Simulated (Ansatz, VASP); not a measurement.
**Two plane-wave programs on TiW3**

File INCAR:

```
SYSTEM = TiW3
PREC = Accurate ; ENCUT = 520
EDIFF = 1E-6 ; ISMEAR = 0
SIGMA = 0.1 ; LREAL = .FALSE.
LASPH = .TRUE. ; NELM = 150
ALGO = Normal ; ISIF = 2
LWAVE = .FALSE. ; LCHARG = .FALSE.
ISPIN = 2 ; MAGMOM = 1 0 0 0
LORBIT = 11 ; LMAXMIX = 4
GGA = PE ; NBANDS = 39
```

The input KPOINTS:

```
regular mesh
0
G
  6 6 2
  0 0 0
```

POSCAR

```
TiW3
1.0
    2.7271451800      0.0000000000      0.0000000000
   -1.3635725900      2.3617770100      0.0000000000
    0.0000000000      0.0000000000     10.2858698000
Ti W
1 3
Direct
    0.6666666700      0.3333333300      0.0000000000
    0.3333333300      0.6666666700      0.7500000000
    0.3333333300      0.6666666700      0.2500000000
    0.6666666700      0.3333333300      0.5000000000
```

Input for Ansatz:

```yaml
crystal:
  lattice:
    - [2.72714518, 0.0, 0.0]
    - [-1.36357259, 2.36177701, 0.0]
    - [0.0, 0.0, 10.2858698]
  atoms:
    - { symbol: Ti, position: [0.66666667, 0.33333333, 0.0], spin: 1.0 }
    - { symbol: W, position: [0.33333333, 0.66666667, 0.75] }
    - { symbol: W, position: [0.33333333, 0.66666667, 0.25] }
    - { symbol: W, position: [0.66666667, 0.33333333, 0.5] }
basis:
  ecutwfc: 420
kpoints:
  mp_grid: { grid: [6, 6, 2] }
hamiltonian:
  xc: pbe
scf:
  occupations: { method: gaussian, width: 0.1 }
  lower_state_search: "off"
output:
  forces: true
  stress: true
  eigenvalues: true
  populations: true
magnetization:
  spin_polarized: true
```

Alike in both runs: task single point; functional PBE; k mesh 6 × 6 × 2; occupations gaussian, width 0.1 eV; collinear spin.

```csv
,VASP,Ansatz
version,VASP 6.6.1,Ansatz 0.2.0
potentials or method,"VASP PAW PBE potentials, release 64 (Ti_sv, W_sv), cutoff 520 eV","scalar-relativistic, plane waves, PAW"
valence electrons in the cell,54,54
```

Ansatz gave:

```
gap on the k mesh at the Fermi level (eV)                     : none
pressure (GPa)                                                : 2.9
traceless stress, the component that is largest in VASP (GPa) : -13.97
rms of the force components (eV/Å)                            : 0.161
net moment per atom (μB)                                      : 0.06
```

Q: Which values does VASP return?

A: gap on the k mesh at the Fermi level (eV): none; pressure (GPa): 3.3; traceless stress, the component that is largest in VASP (GPa): -14.27; rms of the force components (eV/Å): 0.156; net moment per atom (μB): 0.06.

Atom by atom the forces differ by 0.005 eV/Å (rms over components). A gap of «none» marks a metal or a gap that the smearing closes. The functional is the same, so the differences come from potentials, cutoffs and numerics.

The k mesh is coarse, so the values compare programs but aren't converged. Neither program's run includes spin-orbit coupling.
